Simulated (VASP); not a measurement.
# CsH (Fm-3m) in VASP: further runs

Runs on CsH. Level: r2SCAN. Tasks: single point.

All numbers are computed with VASP 6.6.1; they aren't measurements. Logs are shortened: lines on timing, memory, paths and dates and some standing lists are left out, and cuts for length are marked.

**1. The cell of the first run**

Symmetry: Fm-3m, No. 225, cubic system. The conventional cell has a = 6.110 Å, b = 6.110 Å, c = 6.110 Å, α = 90.00°, β = 90.00°, γ = 90.00°. Within 4.0 Å of Cs (site symmetry m-3m) lie 6 H at 3.06 Å. H (site symmetry m-3m) has 6 Cs at 3.06 Å within 4.0 Å.

**2. Single point, r2SCAN (28.51 Å³/atom)**

Input file POSCAR:

```
CsH
1.0
    0.0000000000      3.0550093009      3.0550093009
    3.0550093009      0.0000000000      3.0550093009
    3.0550093009      3.0550093009      0.0000000000
Cs H
1 1
Direct
    0.0000000000      0.0000000000      0.0000000000
    0.5000000000      0.5000000000      0.5000000000
```

Input file INCAR.step1:

```
SYSTEM = CsH
PREC = Accurate
ENCUT = 520
ISMEAR = 0
SIGMA = 0.02
LREAL = .FALSE.
LASPH = .TRUE.
NELM = 100
NBANDS = 12
GGA = PE
ALGO = Normal
EDIFF = 1E-4
LWAVE = .TRUE.
LCHARG = .FALSE.
```

Input file INCAR.step2:

```
SYSTEM = CsH
PREC = Accurate
ENCUT = 520
EDIFF = 1E-7
ISMEAR = 0
SIGMA = 0.02
LREAL = .FALSE.
LASPH = .TRUE.
NELM = 100
ALGO = Normal
ISIF = 2
LWAVE = .FALSE.
LCHARG = .TRUE.
METAGGA = R2SCAN
LMIXTAU = .TRUE.
LELF = .TRUE.
LVHAR = .TRUE.
NBANDS = 12
ISTART = 1
```

Input file KPOINTS:

```
Automatic mesh
0
G
  6 6 6
  0 0 0
```

Potentials or basis: VASP PAW PBE potentials, release 64 (Cs_sv, H).

Command:

```sh
$ cat potpaw_PBE.64/Cs_sv/POTCAR potpaw_PBE.64/H/POTCAR > POTCAR
$ cp INCAR.step1 INCAR
$ mpirun -np 1 vasp_std > vasp.out
$ cp INCAR.step2 INCAR
$ mpirun -np 1 vasp_std > vasp.out
```

OUTCAR:

```text
SYSTEM = CsH
   PREC = Accurate
   ENCUT = 520
   EDIFF = 1E-7
   ISMEAR = 0
   LREAL = .FALSE.
   LASPH = .TRUE.
   NELM = 100
   ISIF = 2
   METAGGA = R2SCAN
   ISTART = 1

 ion  position               nearest neighbor table
   1  0.000  0.000  0.000-
   2  0.500  0.500  0.500-

  LATTYP: Found a face centered cubic cell.
 ALAT       =     6.1100186018

  Lattice vectors:

 A1 = (   0.0000000000,   3.0550093009,   3.0550093009)
 A2 = (   3.0550093009,   0.0000000000,   3.0550093009)
 A3 = (   3.0550093009,   3.0550093009,   0.0000000000)

Analysis of symmetry for initial positions (statically):
=====================================================================
 Subroutine PRICEL returns:
 Original cell was already a primitive cell.

 Routine SETGRP: Setting up the symmetry group for a
 face centered cubic supercell.

 Subroutine GETGRP returns: Found 48 space group operations
 (whereof 48 operations were pure point group operations)
 out of a pool of 48 trial point group operations.

The static configuration has the point symmetry O_h .

Analysis of symmetry for dynamics (positions and initial velocities):
=====================================================================
 Subroutine PRICEL returns:
 Original cell was already a primitive cell.

 Routine SETGRP: Setting up the symmetry group for a
 face centered cubic supercell.

 Subroutine GETGRP returns: Found 48 space group operations
 (whereof 48 operations were pure point group operations)
 out of a pool of 48 trial point group operations.

The dynamic configuration has the point symmetry O_h .

 Subroutine INISYM returns: Found 48 space group operations
 (whereof 48 operations are pure point group operations),
 and found     1 'primitive' translations

----------------------------------------------------------------------------------------

                                     Primitive cell

  volume of cell :      57.0253

  direct lattice vectors                    reciprocal lattice vectors
     0.000000000  3.055009301  3.055009301    -0.163665623  0.163665623  0.163665623
     3.055009301  0.000000000  3.055009301     0.163665623 -0.163665623  0.163665623
     3.055009301  3.055009301  0.000000000     0.163665623  0.163665623 -0.163665623

  length of vectors
     4.320435587  4.320435587  4.320435587     0.283477174  0.283477174  0.283477174

  position of ions in fractional coordinates (direct lattice)
     0.000000000  0.000000000  0.000000000
     0.500000000  0.500000000  0.500000000

  ion indices of the primitive-cell ions
   primitive index   ion index
                 1           1
                 2           2

----------------------------------------------------------------------------------------

 KPOINTS: Automatic mesh

Automatic generation of k-mesh.
 Grid dimensions read from file:
 generate k-points for:    6    6    6

 Generating k-lattice:

  Cartesian coordinates                     Fractional coordinates (reciprocal lattice)
    -0.027277604  0.027277604  0.027277604     0.166666667  0.000000000  0.000000000
     0.027277604 -0.027277604  0.027277604     0.000000000  0.166666667  0.000000000
     0.027277604  0.027277604 -0.027277604     0.000000000  0.000000000  0.166666667

  Length of vectors
     0.047246196  0.047246196  0.047246196

  Shift w.r.t. Gamma in fractional coordinates (k-lattice)
     0.000000000  0.000000000  0.000000000

 Subroutine IBZKPT returns following result:
 ===========================================

 Found     16 irreducible k-points:

 Following reciprocal coordinates:
            Coordinates               Weight
  0.000000  0.000000  0.000000      1.000000
  0.166667  0.000000  0.000000      8.000000
  0.333333  0.000000  0.000000      8.000000
  0.500000  0.000000  0.000000      4.000000
  0.166667  0.166667  0.000000      6.000000
  0.333333  0.166667  0.000000     24.000000
[... 8 lines left out ...]
 -0.333333  0.333333  0.166667     24.000000
 -0.333333  0.500000  0.166667     12.000000
   k-points           NKPTS =     16   k-points in BZ     NKDIM =     16   number of bands    NBANDS=     12
   number of dos      NEDOS =    301   number of ions     NIONS =      2
   total plane-waves  NPLWV =  32768
   dimension x,y,z NGX =    32 NGY =   32 NGZ =   32
   dimension x,y,z NGXF=    64 NGYF=   64 NGZF=   64
   ions per type =               1   1
   NGX,Y,Z   is equivalent  to a cutoff of  12.31, 12.31, 12.31 a.u.
   NGXF,Y,Z  is equivalent  to a cutoff of  24.63, 24.63, 24.63 a.u.
 SYSTEM =  CsH
   PREC   = accura    normal or accurate (medium, high low for compatibility)
   ISTART =      1    job   : 0-new  1-cont  2-samecut
   ICHARG =      0    charge: 1-file 2-atom 10-const
   ISPIN  =      1    spin polarized calculation?
   LNONCOLLINEAR =      F non collinear calculations
   LSORBIT =      F    spin-orbit coupling
   LASPH  =      T    aspherical Exc in radial PAW
   ENCUT  =  520.0 eV  38.22 Ry    6.18 a.u.   8.03  8.03  8.03*2*pi/ulx,y,z
   NELM   =    100;   NELMIN=  2; NELMDL=  0     # of ELM steps
   EDIFF  = 0.1E-06   stopping-criterion for ELM
   LREAL  =      F    real-space projection
   EDIFFG = 0.1E-05   stopping-criterion for IOM
   NSW    =      0    number of steps for IOM
   IBRION =     -1    ionic relax: 0-MD 1-quasi-New 2-CG
   NFREE  =      0    steps in history (QN), initial steepest desc. (CG)
   ISIF   =      2    stress and relaxation
   ISYM   =      2    0-nonsym 1-usesym 2-fastsym
   POTIM  = 0.5000    time-step for ionic-motion
   TEBEG  =    0.0;   TEEND  =   0.0 temperature during run
   PSTRESS=    0.0 pullay stress
   NELECT =      10.0000    total number of electrons
   NUPDOWN=      -1.0000    fix difference up-down
   EMIN   =  10.00;   EMAX   =-10.00  energy-range for DOS
   EFERMI =   0.00;   METHOD = LEGACY
   ISMEAR =     0;   SIGMA  =   0.02  broadening in eV -4-tet -1-fermi 0-gaus
   EFERMI_NEDOS =   21; number of points for ismear=-14 and -15
   IALGO  =     38    algorithm
   IMIX   =      4    mixing-type and parameters
     AMIX     =   0.40;   BMIX     =  1.00
     AMIX_MAG =   1.60;   BMIX_MAG =  1.00
  volume/ion in A,a.u.               =      28.51       192.41
  Fermi-wavevector in a.u.,A,eV,Ry     =   0.916331  1.731614 11.424297  0.839662
  Thomas-Fermi vector in A             =   2.041174
   LORBIT       =      0    0 simple, 1 ext, 2 COOP (PROOUT), +10 PAW based schemes
   METAGGA = R2SCAN    functional components
   LHFCALC =     F    Hartree Fock is set to
   AEXX    =    0.0000 exact exchange contribution
   IVDW    =     0    specifies the selected vdW correction
   LEPSILON=     F    determine dielectric tensor
   LRPA    =     F    only Hartree local field effects (RPA)
 non-spin polarized calculation
 Gauss-broadening in eV      SIGMA  =   0.02
  energy-cutoff  :      520.00
  volume of cell :       57.03
 maximum number of plane-waves:      1572
   NGX = 17   NGY = 17   NGZ = 17

 number of electron      10.0000001 magnetization

 Free energy of the ion-electron system (eV)
  ---------------------------------------------------
  ext. energy  EPLUGINS =         0.00000000
  ---------------------------------------------------
  free energy    TOTEN  =       -28.94934708 eV

  energy without entropy =      -28.94934708  energy(sigma->0) =      -28.94934708

 E-fermi :   0.7021     XC(G=0):  -8.0820

 val. band max:        0.5563712979   @ k =   0.5000   0.0000   0.0000
 cond. band min:       3.0431035922   @ k =   0.5000   0.0000   0.0000
 fundamental gap:      2.4867322943
 Fermi energy:         0.7021131892

 k-point     1 :       0.0000    0.0000    0.0000
  band No.  band energies     occupation
      1     -21.6177      2.00000
      2      -7.5425      2.00000
      3      -7.5425      2.00000
      4      -7.5425      2.00000
      5      -1.3680      2.00000
      6       6.2039      0.00000
      7       6.2039      0.00000
      8       6.2039      0.00000
      9       7.3697      0.00000
     10       8.3608      0.00000
     11       8.3608      0.00000
     12       9.9335      0.00000

 k-point     2 :       0.1667    0.0000    0.0000
  band No.  band energies     occupation
      1     -21.5846      2.00000
      2      -7.8884      2.00000
      3      -7.5756      2.00000
      4      -7.5756      2.00000
      5      -0.8845      2.00000
      6       5.2867      0.00000
      7       6.3839      0.00000
      8       6.3839      0.00000
      9       7.0717      0.00000
     10       7.8443      0.00000
     11       7.8443      0.00000
     12      11.2596      0.00000

 k-point     3 :       0.3333    0.0000    0.0000
  band No.  band energies     occupation
      1     -21.5168      2.00000
      2      -8.4807      2.00000
      3      -7.6402      2.00000
      4      -7.6402      2.00000
      5       0.0404      2.00000
      6       3.7729      0.00000
      7       6.0046      0.00000
      8       6.0046      0.00000
      9       7.7181      0.00000
     10       8.6485      0.00000
     11       8.6486      0.00000
     12      13.6473      0.00000

 k-point     4 :       0.5000    0.0000    0.0000
  band No.  band energies     occupation
      1     -21.4822      2.00000
      2      -8.7428      2.00000
      3      -7.6717      2.00000
      4      -7.6717      2.00000
      5       0.5564      2.00000
      6       3.0431      0.00000
      7       5.7198      0.00000
      8       5.7198      0.00000
      9       8.8025      0.00000
     10       9.8391      0.00000
     11       9.8391      0.00000
     12      11.7838      0.00000

 k-point     5 :       0.1667    0.1667    0.0000
  band No.  band energies     occupation
      1     -21.5736      2.00000
      2      -7.8768      2.00000
      3      -7.6423      2.00000
      4      -7.6423      2.00000
      5      -0.8260      2.00000
      6       5.2501      0.00000
      7       5.9379      0.00000
      8       6.6736      0.00000
      9       6.6736      0.00000
     10       8.1823      0.00000
     11       8.6804      0.00000
     12      11.7263      0.00000
[... 108 lines left out ...]
      1     -21.4397      2.00000
      2      -8.5475      2.00000
      3      -7.9252      2.00000
      4      -7.9252      2.00000
      5      -1.0004      2.00000
      6       3.7610      0.00000
      7       7.2065      0.00000
      8       9.7893      0.00000
      9      10.0381      0.00000
     10      10.0938      0.00000
     11      10.0938      0.00000
     12      10.4195      0.00000

 k-point    14 :       0.5000    0.3333    0.1667
  band No.  band energies     occupation
      1     -21.4725      2.00000
      2      -8.4225      2.00000
      3      -7.9869      2.00000
      4      -7.7818      2.00000
      5      -0.2542      2.00000
      6       4.6618      0.00000
      7       4.8517      0.00000
      8       6.9675      0.00000
      9       8.2458      0.00000
     10       9.4472      0.00000
     11      10.5748      0.00000
     12      11.9661      0.00000

 k-point    15 :      -0.3333    0.3333    0.1667
  band No.  band energies     occupation
      1     -21.4497      2.00000
      2      -8.4433      2.00000
      3      -8.1173      2.00000
      4      -7.8528      2.00000
      5      -0.2225      2.00000
      6       4.4537      0.00000
      7       5.3517      0.00000
      8       6.7628      0.00000
      9       9.0216      0.00000
     10       9.2583      0.00000
     11      10.9634      0.00000
     12      11.3027      0.00000

 k-point    16 :      -0.3333    0.5000    0.1667
  band No.  band energies     occupation
      1     -21.4390      2.00000
      2      -8.4041      2.00000
      3      -8.0940      2.00000
      4      -7.9843      2.00000
      5      -0.5918      2.00000
      6       4.4234      0.00000
      7       6.0246      0.00000
      8       6.9587      0.00000
      9      10.0018      0.00000
     10      10.4319      0.00000
     11      10.4736      0.00000
     12      10.8839      0.00000

------------------------ aborting loop because EDIFF is reached ----------------------------------------

  FORCE on cell =-STRESS in cart. coord.  units (eV):
  Direction    XX          YY          ZZ          XY          YZ          ZX
  --------------------------------------------------------------------------------------
  -------------------------------------------------------------------------------------
  Total        0.5925355      0.5925355      0.5925355      0.0000000      0.0000000      0.0000000
  in kB       16.6478196     16.6478196     16.6478196      0.0000000      0.0000000      0.0000000
  external PRESSURE =      16.6478196 kB  Pullay stress =       0.0000000 kB

 VOLUME and BASIS-vectors are now :
 -----------------------------------------------------------------------------
  energy-cutoff  :      520.00
  volume of cell :       57.03
      direct lattice vectors                 reciprocal lattice vectors
     0.000000000  3.055009301  3.055009301    -0.163665623  0.163665623  0.163665623
     3.055009301  0.000000000  3.055009301     0.163665623 -0.163665623  0.163665623
     3.055009301  3.055009301  0.000000000     0.163665623  0.163665623 -0.163665623

 POSITION                                       TOTAL-FORCE (eV/Angst)
 -----------------------------------------------------------------------------------
      0.00000      0.00000      0.00000         0.000000      0.000000      0.000000
      3.05501      3.05501      3.05501         0.000000     -0.000000      0.000000
 -----------------------------------------------------------------------------------
    total drift:                                0.000000     -0.000000     -0.000000

  FREE ENERGIE OF THE ION-ELECTRON SYSTEM (eV)
  ---------------------------------------------------
  free  energy   TOTEN  =       -28.9493470754 eV

  energy  without entropy=      -28.9493470754  energy(sigma->0) =      -28.94934708
```

Wall time 59 s (1 thread of Intel Xeon 8259CL, shared host); peak memory 0.19 GiB.

Results:

| Property | Result |
| --- | --- |
| Free energy | -28.9493 eV |
| Pressure | 1.7 GPa |
| Band gap on the k mesh | 2.49 eV |

Caveat: the PAW data sets were made with another functional, which shifts forces and pressure a little; spin-orbit coupling is left out, which moves the levels of the heavy elements.

(Continued in part 2 of 2.)
